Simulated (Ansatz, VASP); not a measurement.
**CaS: VASP beside Ansatz**

Contents of INCAR:

```
SYSTEM = CaS
PREC = Accurate
ENCUT = 500
EDIFF = 1E-6
ISMEAR = -1
SIGMA = 0.01
LREAL = .False.
LASPH = .True.
NELM = 120
ALGO = Normal
ISIF = 2
LWAVE = .False.
LCHARG = .False.
GGA = RE
NBANDS = 15
GGA_COMPAT = .False.
```

File KPOINTS:

```
Automatic mesh
0
Gamma
  7 7 7
  0 0 0
```

The input POSCAR:

```
CaS
1.0
    0.0000000000      2.8430000000      2.8430000000
    2.8430000000      0.0000000000      2.8430000000
    2.8430000000      2.8430000000      0.0000000000
Ca S
1 1
Direct
    0.0000000000      0.0000000000      0.0000000000
    0.5000000000      0.5000000000      0.5000000000
```

Input for Ansatz:

```yaml
crystal:
  lattice:
    - [0.0, 2.843, 2.843]
    - [2.843, 0.0, 2.843]
    - [2.843, 2.843, 0.0]
  atoms:
    - { symbol: Ca, position: [0.0, 0.0, 0.0] }
    - { symbol: S, position: [0.5, 0.5, 0.5] }
kpoints:
  mp_grid: { grid: [7, 7, 7] }
scf:
  occupations: { method: fermi_dirac, width: 0.01 }
hamiltonian:
  xc: revpbe
  pseudopotentials:
    kind: all_electron
    lapw: { basis_error: 0.00025, muffin_tin_radii: { S: 1.023, Ca: 1.023 } }
output:
  forces: true
  stress: true
  eigenvalues: true
basis:
  xc_grid: 3
```

Alike in both runs: task single point; functional revPBE; k mesh 7 × 7 × 7; occupations fermi-dirac, width 0.01 eV; no spin polarisation.

|  | VASP | Ansatz |
| --- | --- | --- |
| version | VASP 6.6.1 | Ansatz 0.2.0 |
| potentials or method | VASP PAW PBE potentials, release 64 (Ca_sv, S), cutoff 500 eV | all-electron LAPW, scalar-relativistic |

VASP gave:

| Quantity | Value |
| --- | --- |
| gap on the k mesh at the Fermi level (eV) | 2.50 |
| pressure (GPa) | 2.6 |

Problem. Which values does Ansatz return?

Solution. gap on the k mesh at the Fermi level (eV): 2.51; pressure (GPa): 2.5.

VASP's potentials were made for PBE, not for revPBE. Ansatz ran all-electron here, and VASP with PAW potentials.
